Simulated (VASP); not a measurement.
# Bi (R-3m) in VASP: notebook

The runs below take Bi through single point, with PBE.

Everything below comes from runs of VASP 6.6.1. Logs are shortened: lines on timing, memory, paths and dates and some standing lists are left out, and cuts for length are marked.

## (1) The cell of the first run

It takes space group R-3m (No. 166, trigonal). Conventional cell: a = 4.415 Å, b = 4.415 Å, c = 11.009 Å, α = 90.00°, β = 90.00°, γ = 120.00°. Bi (site symmetry 3m) has 6 Bi at 3.04 to 3.24 Å within 4.0 Å.

## (2) Single point, PBE

INCAR

```
PREC = Accurate ; ENCUT = 520
EDIFF = 1E-7 ; ISMEAR = -1
SIGMA = 0.05 ; LREAL = False
LASPH = True ; NELM = 80
ALGO = Normal ; ISIF = 2
LWAVE = False ; LCHARG = False
GGA = PE ; NBANDS = 22
```

KPOINTS

```
regular mesh
0
Gamma
  11 11 11
```

POSCAR

```
Bi
1.0
    2.2075272592     -1.2745164574      3.6696575857
    0.0000000000      2.5490329147      3.6696575857
   -2.2075272592     -1.2745164574      3.6696575857
Bi
2
Direct
    0.2422478058      0.2422478058      0.2422478058
   -0.2422478058     -0.2422478058     -0.2422478058
```

Potentials or basis: VASP PAW PBE potentials, release 64 (Bi_d).

Started as:

```bash
> cat potpaw_PBE.64/Bi_d/POTCAR > POTCAR
> mpirun -np 1 vasp_std > vasp.out
```

OUTCAR:

```text
PREC = Accurate
   ENCUT = 520
   EDIFF = 1E-7
   ISMEAR = -1
   LREAL = False
   LASPH = True
   NELM = 80
   ISIF = 2
   GGA = PE

 ion  position               nearest neighbor table
   1  0.242  0.242  0.242-   2 3.04   2 3.04   2 3.04   2 3.24   2 3.24   2 3.24
   2  0.758  0.758  0.758-   1 3.04   1 3.04   1 3.04   1 3.24   1 3.24   1 3.24

  LATTYP: Found a trigonal (rhomboedric) cell.
 ALAT       =     4.4681042509
 COS(alpha) =     0.5118025006

  Lattice vectors:

 A1 = (   2.2075272592,  -1.2745164574,   3.6696575857)
 A2 = (   0.0000000000,   2.5490329147,   3.6696575857)
 A3 = (  -2.2075272592,  -1.2745164574,   3.6696575857)

Analysis of symmetry for initial positions (statically):
=====================================================================
 Subroutine PRICEL returns:
 Original cell was already a primitive cell.

 Routine SETGRP: Setting up the symmetry group for a
 trigonal (rhombohedral) supercell.

 Subroutine GETGRP returns: Found 12 space group operations
 (whereof 12 operations were pure point group operations)
 out of a pool of 12 trial point group operations.

The static configuration has the point symmetry D_3d.

Analysis of symmetry for dynamics (positions and initial velocities):
=====================================================================
 Subroutine PRICEL returns:
 Original cell was already a primitive cell.

 Routine SETGRP: Setting up the symmetry group for a
 trigonal (rhombohedral) supercell.

 Subroutine GETGRP returns: Found 12 space group operations
 (whereof 12 operations were pure point group operations)
 out of a pool of 12 trial point group operations.

The dynamic configuration has the point symmetry D_3d.

 Subroutine INISYM returns: Found 12 space group operations
 (whereof 12 operations are pure point group operations),
 and found     1 'primitive' translations

----------------------------------------------------------------------------------------

                                     Primitive cell

  volume of cell :      61.9481

  direct lattice vectors                    reciprocal lattice vectors
     2.207527259 -1.274516457  3.669657586     0.226497769 -0.130768548  0.090834996
     0.000000000  2.549032915  3.669657586     0.000000000  0.261537096  0.090834996
    -2.207527259 -1.274516457  3.669657586    -0.226497769 -0.130768548  0.090834996

  length of vectors
     4.468104251  4.468104251  4.468104251     0.276862148  0.276862148  0.276862148

  position of ions in fractional coordinates (direct lattice)
     0.242247806  0.242247806  0.242247806
     0.757752194  0.757752194  0.757752194

  ion indices of the primitive-cell ions
   primitive index   ion index
                 1           1
                 2           2

----------------------------------------------------------------------------------------

 KPOINTS: regular mesh

Automatic generation of k-mesh.
 Grid dimensions read from file:
 generate k-points for:   11   11   11

 Generating k-lattice:

  Cartesian coordinates                     Fractional coordinates (reciprocal lattice)
     0.020590706 -0.011888050  0.008257727     0.090909091  0.000000000 -0.000000000
     0.000000000  0.023776100  0.008257727     0.000000000  0.090909091  0.000000000
    -0.020590706 -0.011888050  0.008257727    -0.000000000  0.000000000  0.090909091

  Length of vectors
     0.025169286  0.025169286  0.025169286

  Shift w.r.t. Gamma in fractional coordinates (k-lattice)
     0.000000000  0.000000000  0.000000000

 Subroutine IBZKPT returns following result:
 ===========================================

 Found    146 irreducible k-points:

 Following reciprocal coordinates:
            Coordinates               Weight
  0.000000  0.000000  0.000000      1.000000
  0.090909 -0.000000 -0.000000      6.000000
  0.181818  0.000000  0.000000      6.000000
  0.272727  0.000000  0.000000      6.000000
  0.363636  0.000000  0.000000      6.000000
  0.454545  0.000000  0.000000      6.000000
[... 16 lines left out ...]
 -0.272727  0.181818  0.000000     12.000000
 -0.181818  0.181818  0.000000      6.000000
 [... further k-points ...]
   k-points           NKPTS =    146   k-points in BZ     NKDIM =    146   number of bands    NBANDS=     22
   number of dos      NEDOS =    301   number of ions     NIONS =      2
   total plane-waves  NPLWV =  46656
   dimension x,y,z NGX =    36 NGY =   36 NGZ =   36
   dimension x,y,z NGXF=    72 NGYF=   72 NGZF=   72
   ions per type =               2
   NGX,Y,Z   is equivalent  to a cutoff of  13.39, 13.39, 13.39 a.u.
   NGXF,Y,Z  is equivalent  to a cutoff of  26.79, 26.79, 26.79 a.u.
 SYSTEM =  unknown system
   PREC   = accura    normal or accurate (medium, high low for compatibility)
   ISTART =      0    job   : 0-new  1-cont  2-samecut
   ICHARG =      2    charge: 1-file 2-atom 10-const
   ISPIN  =      1    spin polarized calculation?
   LNONCOLLINEAR =      F non collinear calculations
   LSORBIT =      F    spin-orbit coupling
   LASPH  =      T    aspherical Exc in radial PAW
   ENCUT  =  520.0 eV  38.22 Ry    6.18 a.u.   8.31  8.31  8.31*2*pi/ulx,y,z
   NELM   =     80;   NELMIN=  2; NELMDL= -5     # of ELM steps
   EDIFF  = 0.1E-06   stopping-criterion for ELM
   LREAL  =      F    real-space projection
   EDIFFG = 0.1E-05   stopping-criterion for IOM
   NSW    =      0    number of steps for IOM
   IBRION =     -1    ionic relax: 0-MD 1-quasi-New 2-CG
   NFREE  =      0    steps in history (QN), initial steepest desc. (CG)
   ISIF   =      2    stress and relaxation
   ISYM   =      2    0-nonsym 1-usesym 2-fastsym
   POTIM  = 0.5000    time-step for ionic-motion
   TEBEG  =    0.0;   TEEND  =   0.0 temperature during run
   PSTRESS=    0.0 pullay stress
   NELECT =      30.0000    total number of electrons
   NUPDOWN=      -1.0000    fix difference up-down
   EMIN   =  10.00;   EMAX   =-10.00  energy-range for DOS
   EFERMI =   0.00;   METHOD = LEGACY
   ISMEAR =    -1;   SIGMA  =   0.05  broadening in eV -4-tet -1-fermi 0-gaus
   EFERMI_NEDOS =   21; number of points for ismear=-14 and -15
   IALGO  =     38    algorithm
   IMIX   =      4    mixing-type and parameters
     AMIX     =   0.40;   BMIX     =  1.00
     AMIX_MAG =   1.60;   BMIX_MAG =  1.00
  volume/ion in A,a.u.               =      30.97       209.02
  Fermi-wavevector in a.u.,A,eV,Ry     =   1.285600  2.429431 22.487260  1.652767
  Thomas-Fermi vector in A             =   2.417724
   LORBIT       =      0    0 simple, 1 ext, 2 COOP (PROOUT), +10 PAW based schemes
   GGA     = PE    functional components
   LHFCALC =     F    Hartree Fock is set to
   AEXX    =    0.0000 exact exchange contribution
   IVDW    =     0    specifies the selected vdW correction
   LEPSILON=     F    determine dielectric tensor
   LRPA    =     F    only Hartree local field effects (RPA)
 non-spin polarized calculation
  energy-cutoff  :      520.00
  volume of cell :       61.95
 maximum number of plane-waves:      1700
 NGX is ok and might be reduce to    36
   NGX = 17   NGY = 17   NGZ = 17

 number of electron      30.0000003 magnetization

 Free energy of the ion-electron system (eV)
  ---------------------------------------------------
  ext. energy  EPLUGINS =         0.00000000
  ---------------------------------------------------
  free energy    TOTEN  =        -7.52287918 eV

  energy without entropy =       -7.52071152  energy(sigma->0) =       -7.52179535

 E-fermi :   7.9087     XC(G=0): -10.1603

 val. band max:        7.8493031426   @ k =   0.4545   0.0000   0.0000
 cond. band min:       7.9160762734   @ k =   0.3636   0.1818   0.1818
 fundamental gap:      0.0667731309
 Fermi energy:         7.9086766679

 k-point     1 :       0.0000    0.0000    0.0000
  band No.  band energies     occupation
      1     -15.2776      2.00000
      2     -15.2776      2.00000
      3     -15.0748      2.00000
      4     -15.0748      2.00000
      5     -15.0701      2.00000
      6     -14.8170      2.00000
[... 14 lines left out ...]
     21      13.3788      0.00000
     22      14.0098      0.00000

 k-point     2 :       0.0909   -0.0000   -0.0000
  band No.  band energies     occupation
      1     -15.2666      2.00000
      2     -15.2662      2.00000
      3     -15.0700      2.00000
      4     -15.0688      2.00000
      5     -15.0643      2.00000
      6     -14.8220      2.00000
[... 14 lines left out ...]
     21      13.5152      0.00000
     22      14.9607      0.00000

 k-point     3 :       0.1818    0.0000    0.0000
  band No.  band energies     occupation
      1     -15.2345      2.00000
      2     -15.2327      2.00000
      3     -15.0559      2.00000
      4     -15.0515      2.00000
      5     -15.0474      2.00000
      6     -14.8373      2.00000
[... 14 lines left out ...]
     21      13.9607      0.00000
     22      16.5692      0.00000

 k-point     4 :       0.2727    0.0000    0.0000
  band No.  band energies     occupation
      1     -15.1845      2.00000
      2     -15.1798      2.00000
      3     -15.0342      2.00000
      4     -15.0246      2.00000
      5     -15.0209      2.00000
      6     -14.8633      2.00000
[... 14 lines left out ...]
     21      14.7087      0.00000
     22      18.4797      0.00000

 k-point     5 :       0.3636    0.0000    0.0000
  band No.  band energies     occupation
      1     -15.1232      2.00000
      2     -15.1117      2.00000
      3     -15.0085      2.00000
      4     -14.9913      2.00000
      5     -14.9870      2.00000
      6     -14.9007      2.00000
[... 417 lines left out ...]
 k-point    22 :      -0.3636    0.1818    0.0000
  band No.  band energies     occupation
      1     -15.1464      2.00000
      2     -15.0138      2.00000
      3     -14.9991      2.00000
      4     -14.9890      2.00000
      5     -14.9576      2.00000
      6     -14.9507      2.00000
[... 14 lines left out ...]
     21      15.6724      0.00000
     22      18.5079      0.00000

 k-point    23 :      -0.2727    0.1818    0.0000
  band No.  band energies     occupation
      1     -15.1888      2.00000
      2     -15.0457      2.00000
      3     -15.0212      2.00000
      4     -15.0079      2.00000
      5     -14.9477      2.00000
      6     -14.9443      2.00000
[... 14 lines left out ...]
     21      17.0923      0.00000
     22      17.5131      0.00000

 k-point    24 :      -0.1818    0.1818    0.0000
  band No.  band energies     occupation
      1     -15.2206      2.00000
      2     -15.1183      2.00000
      3     -15.0404      2.00000
      4     -15.0324      2.00000
      5     -14.9844      2.00000
      6     -14.8982      2.00000
[... 14 lines left out ...]
     21      16.3031      0.00000
     22      16.5638      0.00000

 [... further k-points ...]
[... 5 lines left out ...]
  --------------------------------------------------------------------------------------
  -------------------------------------------------------------------------------------
  Total        3.2821736      3.2821736      3.2847367      0.0000000     -0.0000000      0.0000000
  in kB       84.8875144     84.8875144     84.9538027      0.0000000     -0.0000000      0.0000000
  external PRESSURE =      84.9096105 kB  Pullay stress =       0.0000000 kB

 VOLUME and BASIS-vectors are now :
 -----------------------------------------------------------------------------
  energy-cutoff  :      520.00
  volume of cell :       61.95
      direct lattice vectors                 reciprocal lattice vectors
     2.207527259 -1.274516457  3.669657586     0.226497769 -0.130768548  0.090834996
     0.000000000  2.549032915  3.669657586     0.000000000  0.261537096  0.090834996
    -2.207527259 -1.274516457  3.669657586    -0.226497769 -0.130768548  0.090834996

 POSITION                                       TOTAL-FORCE (eV/Angst)
 -----------------------------------------------------------------------------------
      0.00000     -0.00000      2.66690         0.000000     -0.000000      0.000410
      0.00000     -0.00000      8.34207         0.000000      0.000000     -0.000410
 -----------------------------------------------------------------------------------
    total drift:                                0.000000     -0.000000     -0.000000

  FREE ENERGIE OF THE ION-ELECTRON SYSTEM (eV)
  ---------------------------------------------------
  free  energy   TOTEN  =        -7.5228791838 eV

  energy  without entropy=       -7.5207115208  energy(sigma->0) =       -7.52179535
```

Wall time 59 s (1 thread of Intel Xeon 6975P-C (Granite Rapids), shared host); peak memory 0.3 GiB.

What came out:

| Quantity | Value |
| --- | --- |
| Free energy | -7.5229 eV |
| Pressure | 8.5 GPa |
| Band gap on the k mesh | zero (bands 15 and 16 overlap by 0.07 eV) |

Levels at points of the mesh, in eV from the Fermi level:
```tsv
k point	band 13	band 14	band 15	band 16	band 17	band 18
(0.00, 0.00, 0.00)	-1.64	-1.52	-1.52	3.21	3.33	3.33
```

Caveat: the cell stands under pressure; spin-orbit coupling is left out, which moves the levels of the heavy elements.

## (3) Single point, PBE (30.97 Å³/atom)

INCAR

```
SYSTEM = Bi
ALGO     = Normal         ! electronic algorithm
EDIFF    = 1E-7           ! SCF threshold, eV
ENCUT    = 520            ! plane-wave cutoff, eV
GGA      = PE             ! functional
ISIF     = 2              ! what is computed and relaxed
ISMEAR   = -1             ! smearing method
LASPH    = .TRUE.         ! aspherical terms in the spheres
LCHARG   = .FALSE.        ! write CHGCAR
LREAL    = .FALSE.        ! projectors in reciprocal space
LWAVE    = .FALSE.        ! write WAVECAR
NBANDS   = 22             ! bands
NELM     = 100            ! most SCF steps
PREC     = Accurate       ! precision mode
SIGMA    = 0.05           ! smearing width, eV
```

KPOINTS

```
k-points
0
G
  11 11 11
  0 0 0
```

POSCAR is that of step 2.

Potentials or basis: VASP PAW PBE potentials, release 64 (Bi_d).

Started as:

```bash
> cat potpaw_PBE.64/Bi_d/POTCAR > POTCAR
> mpirun -np 1 vasp_std > vasp.out
```

Run time: 59 s. Hardware: 1 thread of Intel Xeon 6975P-C (Granite Rapids), shared host; peak memory 0.3 GiB.

The run converged. Its results:

* Free energy: -7.5229 eV
* Pressure: 8.5 GPa
* Band gap on the k mesh: zero (bands 15 and 16 overlap by 0.07 eV)

Levels at points of the mesh, in eV from the Fermi level:
| k point | band 11 | band 12 | band 13 | band 14 | band 15 | band 16 | band 17 | band 18 | band 19 | band 20 |
| --- | --- | --- | --- | --- | --- | --- | --- | --- | --- | --- |
| (0.00, 0.00, 0.00) | -13.91 | -6.98 | -1.64 | -1.52 | -1.52 | 3.21 | 3.33 | 3.33 | 5.38 | 5.47 |

Caveat: the cell stands under pressure; spin-orbit coupling is left out, which moves the levels of the heavy elements.

## (4) Single point, PBE

This run uses another cell than the first one, of 33.92 Å³/atom.

INCAR

```
SYSTEM = Bi
PREC = Accurate
ENCUT = 520
EDIFF = 1E-7
ISMEAR = -1
SIGMA = 0.05
LREAL = .FALSE.
LASPH = .TRUE.
NELM = 60
ALGO = Normal
ISIF = 2
LWAVE = .FALSE.
LCHARG = .FALSE.
GGA = PE
NBANDS = 22
```

KPOINTS

```
regular mesh
0
G
  11 11 11
  0 0 0
```

POSCAR

```
Bi
1.0
    2.2575242978     -1.3033822610      3.8430971846
    0.0000000000      2.6067645221      3.8430971846
   -2.2575242978     -1.3033822610      3.8430971846
Bi
2
Direct
    0.2380255052      0.2380255052      0.2380255052
   -0.2380255052     -0.2380255052     -0.2380255052
```

Started as:

```bash
> cat potpaw_PBE.64/Bi_d/POTCAR > POTCAR
> mpirun -np 1 vasp_std > vasp.out
```

Run time: 64 s. Hardware: 1 thread of Intel Xeon 6975P-C (Granite Rapids), shared host; peak memory 0.31 GiB.

The run converged. Its results:

```yaml
Free_energy: -7.7270 eV
Pressure: 3.0 GPa
Largest_force: 0.008 eV/Å
Band_gap_on_the_k_mesh: zero (bands 15 and 16 overlap by 0.08 eV)
```

Forces on the atoms (eV/Å):
```
Bi   0.000  0.000  0.008
Bi   0.000  0.000 -0.008
```

Levels at points of the mesh, in eV from the Fermi level:
| k point | band 11 | band 12 | band 13 | band 14 | band 15 | band 16 | band 17 | band 18 | band 19 | band 20 |
| --- | --- | --- | --- | --- | --- | --- | --- | --- | --- | --- |
| (0.00, 0.00, 0.00) | -13.29 | -7.37 | -1.54 | -1.31 | -1.31 | 2.82 | 3.08 | 3.08 | 5.47 | 5.63 |

Caveat: spin-orbit coupling is left out, which moves the levels of the heavy elements.

## (5) Single point, PBE

This run uses another cell than the first one, of 36.87 Å³/atom.

INCAR

```
ALGO = Normal
EDIFF = 1E-7
ENCUT = 520
GGA = PE
ISIF = 2
ISMEAR = -1
LASPH = T
LCHARG = F
LREAL = F
LWAVE = F
NBANDS = 22
NELM = 60
PREC = Accurate
SIGMA = 0.05
```

KPOINTS

```
k-points
0
Gamma
  11 11 11
```

POSCAR

```
Bi
1.0
    2.2906147269     -1.3224870292      4.0574605808
    0.0000000000      2.6449740584      4.0574605808
   -2.2906147269     -1.3224870292      4.0574605808
Bi
2
Direct
    0.2336599926      0.2336599926      0.2336599926
   -0.2336599926     -0.2336599926     -0.2336599926
```

Started as:

```bash
> cat potpaw_PBE.64/Bi_d/POTCAR > POTCAR
> mpirun -np 1 vasp_std > vasp.out
```

Run time: 81 s. Hardware: 1 thread of Intel Xeon 6975P-C (Granite Rapids), shared host; peak memory 0.32 GiB.

The run converged. Its results:

- Free energy: -7.7769 eV
- Pressure: -0.1 GPa
- Largest force: 0.003 eV/Å
- Band gap on the k mesh: zero (bands 15 and 16 overlap by 0.08 eV)

Forces in eV/Å, atoms in the order of the input:
```
Bi   0.000  0.000  0.003
Bi   0.000  0.000 -0.003
```

Levels at points of the mesh, in eV from the Fermi level:
```tsv
k point	band 13	band 14	band 15	band 16	band 17	band 18
(0.00, 0.00, 0.00)	-1.50	-1.10	-1.10	2.40	2.84	2.84
```

Caveat: spin-orbit coupling is left out, which moves the levels of the heavy elements.

## (6) Overview

| cell | gap on the mesh (eV) | pressure (GPa) |
| --- | --- | --- |
| a = 4.468 Å, angles 59.2°, 2 atoms, atomic positions A | none | 8.5 |
| a = 4.644 Å, angles 58.2°, 2 atoms, atomic positions B | none | 3.0 |
| a = 4.843 Å, angles 56.4°, 2 atoms, atomic positions C | none | -0.1 |

Alike in all rows: task single point; level PBE; potentials or basis VASP PAW PBE potentials, release 64 (Bi_d); no spin polarisation; k mesh 11 × 11 × 11; cutoff (eV) 520; smearing fermi-dirac 0.05 eV.

Caveats: spin-orbit coupling is left out, which moves the levels of the heavy elements; the cell stands under pressure (at least some runs).

Total energies depend on the potentials used, so only differences within one code and one set of settings carry meaning.
